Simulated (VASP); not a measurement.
Write the native input for VASP 6.6.1 that does the following.

```yaml
Task: relaxation of cell and atoms
Functional: PBE
Potentials_or_basis: VASP PAW PBE potentials, release 64 (Ga_d, P, As)
Cutoff: 600 eV
k_mesh: 6 × 6 × 1
Occupations: gaussian, width 0.1 eV
Spin: no spin polarisation
Dipole_correction: no
Further_INCAR_settings: ALGO = Normal; EDIFF = 1e-07; IBRION = 2; EDIFFG = -0.04; NSW = 90; ISIF = 3
```

The structure of Ga3AsP2 lies in POSCAR:

```
Ga3AsP2
1.0
    3.8217522400      0.0000000000      0.0000000000
   -1.9108761200      3.3097345300      0.0000000000
    0.0000000000      0.0000000000     18.9081567600
Ga P As
6 4 2
Direct
    0.3333333300      0.6666666700      0.3333280300
    0.3333333300      0.6666666700      0.6666613600
    0.3333333300      0.6666666700      0.9999947000
    0.6666666700      0.3333333300      0.1666613600
    0.6666666700      0.3333333300      0.4999947000
    0.6666666700      0.3333333300      0.8333280300
    0.3333333300      0.6666666700      0.1246719700
    0.3333333300      0.6666666700      0.7913386300
    0.6666666700      0.3333333300      0.2913386300
    0.6666666700      0.3333333300      0.6246719700
    0.3333333300      0.6666666700      0.4580053000
    0.6666666700      0.3333333300      0.9580053000
```

These files were run (other wordings do the same):

INCAR

```
SYSTEM = Ga3AsP2
ALGO     = Normal         ! electronic algorithm
EDIFF    = 1E-7           ! SCF threshold, eV
EDIFFG   = -0.04          ! ionic threshold
ENCUT    = 600            ! plane-wave cutoff, eV
GGA      = PE             ! functional
IBRION   = 2              ! ionic algorithm
ISIF     = 3              ! what is computed and relaxed
ISMEAR   = 0              ! smearing method
LASPH    = .True.         ! aspherical terms in the spheres
LCHARG   = .False.        ! write CHGCAR
LREAL    = .False.        ! projectors in reciprocal space
LWAVE    = .False.        ! write WAVECAR
NELM     = 100            ! most SCF steps
NSW      = 90             ! ionic steps
PREC     = Accurate       ! precision mode
SIGMA    = 0.1            ! smearing width, eV
```

KPOINTS

```
k-points
0
Gamma
  6 6 1
  0 0 0
```

Potentials or basis: VASP PAW PBE potentials, release 64 (Ga_d, P, As).

Run with:

```sh
$ cat potpaw_PBE.64/Ga_d/POTCAR potpaw_PBE.64/P/POTCAR potpaw_PBE.64/As/POTCAR > POTCAR
$ mpirun -np 1 vasp_std > vasp.out
```

Results of the run:

```yaml
Relaxed_volume: 21.80 Å³/atom
Relaxed_cell: a = 3.939 Å, b = 3.939 Å, c = 19.468 Å, α = 90.00°, β = 90.00°, γ = 120.00°
Space_group_after_relaxing_to_0.1_Å: P6_3mc (No. 186)
Energy_gained_by_relaxing: 50.6 meV/atom
Ionic_steps: 6
Pressure_after_relaxing: 0.0 GPa
Largest_force_after_relaxing: 0.014 eV/Å
Band_gap_on_the_k_mesh: 0.87 eV
```

It took 20 min on 1 thread of AMD EPYC 7R13, with other jobs on the host, peak memory 0.47 GiB.
